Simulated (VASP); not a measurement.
# O (P-1) in VASP: single point with PBE+D3(BJ)

Aim: the single point of O with PBE+D3(BJ).

Program: VASP 6.6.1. These are calculated values, not measurements. Logs are shortened: lines on timing, memory, paths and dates and some standing lists are left out, and cuts for length are marked.

### 1 The cell of the first run

The typed cell holds 2 atoms: a = 4.440 Å, b = 4.436 Å, c = 2.397 Å, α = 74.30°, β = 74.21°, γ = 31.34°.

### 2 Single point, PBE+D3(BJ) (atom 1 moved 0.15 Å, then relaxed in part)

The input, INCAR:

```
SYSTEM = O
PREC = Accurate ; ENCUT = 520
EDIFF = 1E-7 ; ISMEAR = 0
SIGMA = 0.15 ; LREAL = .False.
LASPH = .True. ; NELM = 100
ALGO = Normal ; ISIF = 2
LWAVE = .False. ; LCHARG = .False.
GGA = PE ; IVDW = 12
NBANDS = 13
```

The input, KPOINTS:

```
regular mesh
0
Gamma
  14 14 14
  0 0 0
```

The input, POSCAR:

```
O
1.0
    0.0005242348      1.7012494113      4.1013727952
    1.6929297281      0.0035751502      4.1000993098
    1.6924026935      1.6976714805      0.0017087620
O
2
Direct
    0.0737152456      0.0742466992      0.9256588319
    0.9262847544      0.9257533008      0.0743411681
```

Potentials or basis: VASP PAW PBE potentials, release 64 (O).

The run is started by

```console
> cat potpaw_PBE.64/O/POTCAR > POTCAR
> mpirun -np 1 vasp_std > vasp.out
```

OUTCAR:

```text
SYSTEM = O
   PREC = Accurate
   ENCUT = 520
   EDIFF = 1E-7
   ISMEAR = 0
   LREAL = .False.
   LASPH = .True.
   NELM = 100
   ISIF = 2
   GGA = PE
   IVDW = 12
 IVDW          = 12

 ion  position               nearest neighbor table
   1  0.074  0.074  0.926-   2 1.21
   2  0.926  0.926  0.074-   1 1.21

  Warning from LATTYP: Got some problem with cell dimensions!
  Tried to take original basis but could not verify dimensions!
  LATTYP: Found a triclinic cell.
 ALAT       =     2.3971479413
 B/A-ratio  =     1.4120147349
 C/A-ratio  =     2.7298176008
 COS(alpha) =     0.0001597023
 COS(beta)  =     0.5520858637
 COS(gamma) =     0.7060062817

  Lattice vectors:

 A1 = (  -1.6924026935,  -1.6976714805,  -0.0017087620)
 A2 = (  -3.3848081868,   0.0000027806,  -0.0004352766)
 A3 = (  -0.0005214350,  -5.0965951529,  -4.1043550426)

Analysis of symmetry for initial positions (statically):
=====================================================================
 Subroutine PRICEL returns:
 Original cell was already a primitive cell.

 Routine SETGRP: Setting up the symmetry group for a
 triclinic supercell.

 Subroutine GETGRP returns: Found  2 space group operations
 (whereof  2 operations were pure point group operations)
 out of a pool of  2 trial point group operations.

The static configuration has the point symmetry S_2 .

Analysis of symmetry for dynamics (positions and initial velocities):
=====================================================================
 Subroutine PRICEL returns:
 Original cell was already a primitive cell.

 Routine SETGRP: Setting up the symmetry group for a
 triclinic supercell.

 Subroutine GETGRP returns: Found  2 space group operations
 (whereof  2 operations were pure point group operations)
 out of a pool of  2 trial point group operations.

The dynamic configuration has the point symmetry S_2 .

 Subroutine INISYM returns: Found  2 space group operations
 (whereof  2 operations are pure point group operations),
 and found     1 'primitive' translations

----------------------------------------------------------------------------------------

                                     Primitive cell

  volume of cell :      23.5591

  direct lattice vectors                    reciprocal lattice vectors
     0.000524235  1.701249411  4.101372795    -0.295453129  0.294413648  0.121735786
     1.692929728  0.003575150  4.100099310     0.295421763 -0.294627882  0.122173883
     1.692402694  1.697671480  0.001708762     0.295453679  0.294628436 -0.122249638

  length of vectors
     4.440214932  4.435858225  2.397147941     0.434501495  0.434748277  0.434791635

  position of ions in fractional coordinates (direct lattice)
     0.073715246  0.074246699  0.925658832
     0.926284754  0.925753301  0.074341168

  ion indices of the primitive-cell ions
   primitive index   ion index
                 1           1
                 2           2

----------------------------------------------------------------------------------------

 KPOINTS: regular mesh

Automatic generation of k-mesh.
 Grid dimensions read from file:
 generate k-points for:   14   14   14

 Generating k-lattice:

  Cartesian coordinates                     Fractional coordinates (reciprocal lattice)
    -0.021103795  0.021029546  0.008695413     0.071428571  0.000000000  0.000000000
     0.021101554 -0.021044849  0.008726706     0.000000000  0.071428571  0.000000000
     0.021103834  0.021044888 -0.008732117     0.000000000  0.000000000  0.071428571

  Length of vectors
     0.031035821  0.031053448  0.031056545

  Shift w.r.t. Gamma in fractional coordinates (k-lattice)
     0.000000000  0.000000000  0.000000000

 Subroutine IBZKPT returns following result:
 ===========================================

 Found   1376 irreducible k-points:

 Following reciprocal coordinates:
            Coordinates               Weight
  0.000000  0.000000  0.000000      1.000000
  0.071429 -0.000000  0.000000      2.000000
  0.142857 -0.000000  0.000000      2.000000
  0.214286  0.000000  0.000000      2.000000
  0.285714 -0.000000 -0.000000      2.000000
  0.357143  0.000000 -0.000000      2.000000
[... 16 lines left out ...]
 -0.000000  0.142857  0.000000      2.000000
  0.071429  0.142857  0.000000      2.000000
 [... further k-points ...]
   k-points           NKPTS =   1376   k-points in BZ     NKDIM =   1376   number of bands    NBANDS=     13
   number of dos      NEDOS =    301   number of ions     NIONS =      2
   total plane-waves  NPLWV =  23328
   dimension x,y,z NGX =    36 NGY =   36 NGZ =   18
   dimension x,y,z NGXF=    72 NGYF=   72 NGZF=   36
   ions per type =               2
   NGX,Y,Z   is equivalent  to a cutoff of  13.48, 13.49, 12.48 a.u.
   NGXF,Y,Z  is equivalent  to a cutoff of  26.96, 26.98, 24.97 a.u.
 SYSTEM =  O
   PREC   = accura    normal or accurate (medium, high low for compatibility)
   ISTART =      0    job   : 0-new  1-cont  2-samecut
   ICHARG =      2    charge: 1-file 2-atom 10-const
   ISPIN  =      1    spin polarized calculation?
   LNONCOLLINEAR =      F non collinear calculations
   LSORBIT =      F    spin-orbit coupling
   LASPH  =      T    aspherical Exc in radial PAW
   ENCUT  =  520.0 eV  38.22 Ry    6.18 a.u.   8.26  8.25  4.46*2*pi/ulx,y,z
   NELM   =    100;   NELMIN=  2; NELMDL= -5     # of ELM steps
   EDIFF  = 0.1E-06   stopping-criterion for ELM
   LREAL  =      F    real-space projection
   EDIFFG = 0.1E-05   stopping-criterion for IOM
   NSW    =      0    number of steps for IOM
   IBRION =     -1    ionic relax: 0-MD 1-quasi-New 2-CG
   NFREE  =      0    steps in history (QN), initial steepest desc. (CG)
   ISIF   =      2    stress and relaxation
   ISYM   =      2    0-nonsym 1-usesym 2-fastsym
   POTIM  = 0.5000    time-step for ionic-motion
   TEBEG  =    0.0;   TEEND  =   0.0 temperature during run
   PSTRESS=    0.0 pullay stress
   NELECT =      12.0000    total number of electrons
   NUPDOWN=      -1.0000    fix difference up-down
   EMIN   =  10.00;   EMAX   =-10.00  energy-range for DOS
   EFERMI =   0.00;   METHOD = LEGACY
   ISMEAR =     0;   SIGMA  =   0.15  broadening in eV -4-tet -1-fermi 0-gaus
   EFERMI_NEDOS =   21; number of points for ismear=-14 and -15
   IALGO  =     38    algorithm
   IMIX   =      4    mixing-type and parameters
     AMIX     =   0.40;   BMIX     =  1.00
     AMIX_MAG =   1.60;   BMIX_MAG =  1.00
  volume/ion in A,a.u.               =      11.78        79.49
  Fermi-wavevector in a.u.,A,eV,Ry     =   1.307421  2.470668 23.257125  1.709350
  Thomas-Fermi vector in A             =   2.438157
   LORBIT       =      0    0 simple, 1 ext, 2 COOP (PROOUT), +10 PAW based schemes
   GGA     = PE    functional components
   LHFCALC =     F    Hartree Fock is set to
   AEXX    =    0.0000 exact exchange contribution
   IVDW    =    12    specifies the selected vdW correction
   LEPSILON=     F    determine dielectric tensor
   LRPA    =     F    only Hartree local field effects (RPA)
 non-spin polarized calculation
 Gauss-broadening in eV      SIGMA  =   0.15
  energy-cutoff  :      520.00
  volume of cell :       23.56
 maximum number of plane-waves:       653
 NGX is ok and might be reduce to    36
   NGX = 17   NGY = 17   NGZ =  9

 number of electron      12.0000000 magnetization

 Free energy of the ion-electron system (eV)
  ---------------------------------------------------
  ext. energy  EPLUGINS =         0.00000000
  ---------------------------------------------------
  free energy    TOTEN  =        -9.67929367 eV

  energy without entropy =       -9.66540593  energy(sigma->0) =       -9.67234980

 E-fermi :   0.1652     XC(G=0):  -9.1152

 val. band max:        0.1508299330   @ k =   0.0714   0.3571   0.5000
 cond. band min:       0.1804412750   @ k =   0.0714   0.0714   0.2143
 fundamental gap:      0.0296113421
 Fermi energy:         0.1651856102

 k-point     1 :       0.0000    0.0000    0.0000
  band No.  band energies     occupation
      1     -27.3679      2.00000
      2     -14.6492      2.00000
      3      -8.3568      2.00000
      4      -5.0058      2.00000
      5      -4.9979      2.00000
      6       1.5015      0.00000
      7       1.5079      0.00000
      8       9.5109      0.00000
      9      10.5217      0.00000
     10      11.9449      0.00000
     11      17.7003      0.00000
     12      20.0116      0.00000
     13      25.8758      0.00000

 k-point     2 :       0.0714   -0.0000    0.0000
  band No.  band energies     occupation
      1     -27.3346      2.00000
      2     -14.6107      2.00000
      3      -8.3248      2.00000
      4      -5.2043      2.00000
      5      -4.9828      2.00000
      6       1.3308      0.00000
      7       1.5211      0.00000
      8       9.5053      0.00000
      9      10.6116      0.00000
     10      12.1594      0.00000
     11      17.8490      0.00000
     12      20.1542      0.00000
     13      25.4085      0.00000

 k-point     3 :       0.1429   -0.0000    0.0000
  band No.  band energies     occupation
      1     -27.2389      2.00000
      2     -14.4997      2.00000
      3      -8.2450      2.00000
      4      -5.7337      2.00000
      5      -4.9292      2.00000
      6       0.8541      0.00000
      7       1.5672      0.00000
      8       9.4577      0.00000
      9      10.9347      0.00000
     10      12.7222      0.00000
     11      18.2325      0.00000
     12      20.4907      0.00000
     13      24.2672      0.00000
[... 305 lines left out ...]
 k-point    23 :      -0.0000    0.1429    0.0000
  band No.  band energies     occupation
      1     -27.2389      2.00000
      2     -14.5000      2.00000
      3      -8.2444      2.00000
      4      -5.7335      2.00000
      5      -4.9292      2.00000
      6       0.8537      0.00000
      7       1.5672      0.00000
      8       9.4537      0.00000
      9      10.9375      0.00000
     10      12.7226      0.00000
     11      18.2345      0.00000
     12      20.4923      0.00000
     13      24.2639      0.00000

 k-point    24 :       0.0714    0.1429    0.0000
  band No.  band energies     occupation
      1     -27.3327      2.00000
      2     -14.6461      2.00000
      3      -8.2469      2.00000
      4      -5.2066      2.00000
      5      -4.9849      2.00000
      6       1.3366      0.00000
      7       1.5271      0.00000
      8       8.9169      0.00000
      9      10.9050      0.00000
     10      12.3121      0.00000
     11      18.2029      0.00000
     12      20.0935      0.00000
     13      25.5975      0.00000

 [... further k-points ...]

------------------------ aborting loop because EDIFF is reached ----------------------------------------

 Edisp (eV)   -0.13951

 E8    (eV) :    -0.0336

  FORCE on cell =-STRESS in cart. coord.  units (eV):
  Direction    XX          YY          ZZ          XY          YZ          ZX
  --------------------------------------------------------------------------------------
  -------------------------------------------------------------------------------------
  Total      -0.03907    -0.04461     1.42121     0.00006    -0.00135    -0.00008
  in kB      -2.65716    -3.03391    96.65157     0.00424    -0.09168    -0.00528
  external pressure =       30.32 kB  Pullay stress =        0.00 kB

 VOLUME and BASIS-vectors are now :
 -----------------------------------------------------------------------------
  energy-cutoff  :      520.00
  volume of cell :       23.56
      direct lattice vectors                 reciprocal lattice vectors
     0.000524235  1.701249411  4.101372795    -0.295453129  0.294413648  0.121735786
     1.692929728  0.003575150  4.100099310     0.295421763 -0.294627882  0.122173883
     1.692402694  1.697671480  0.001708762     0.295453679  0.294628436 -0.122249638

 POSITION                                       TOTAL-FORCE (eV/Angst)
 -----------------------------------------------------------------------------------
      1.69232      1.69714      0.60833        -0.000364     -0.001301      1.235528
      1.69354      1.70536      7.59485         0.000364      0.001301     -1.235528
 -----------------------------------------------------------------------------------
    total drift:                                0.000000      0.000000      0.000000

  FREE ENERGIE OF THE ION-ELECTRON SYSTEM (eV)
  ---------------------------------------------------
  free  energy   TOTEN  =        -9.8188007199 eV

  energy  without entropy=       -9.8049129851  energy(sigma->0) =       -9.81185685
```

Wall time 3 min (1 thread of Intel Xeon 6975P-C (Granite Rapids), shared host); peak memory 0.42 GiB.

What came out:

* Free energy: -9.8188 eV
* Pressure: 3.0 GPa
* Largest force: 1.236 eV/Å
* Band gap on the k mesh: zero (band 6 reaches 1.56 eV, above the bottom of band 7 at -0.88 eV)
* Dispersion energy per atom: -0.070 eV

Forces in eV/Å, atoms in the order of the input:
```
O    0.000 -0.001  1.236
O    0.000  0.001 -1.236
```

Caveat: the cell differs from its parent crystal (atom 1 moved 0.15 Å, then relaxed in part); the standard files for N, O and F lose accuracy on very short bonds; spin is off for a triplet molecule; pairwise dispersion overbinds metals, which lowers pressure and volume; forces of over 1 eV/Å act on the atoms, so gaps and moduli don't describe the material at rest.
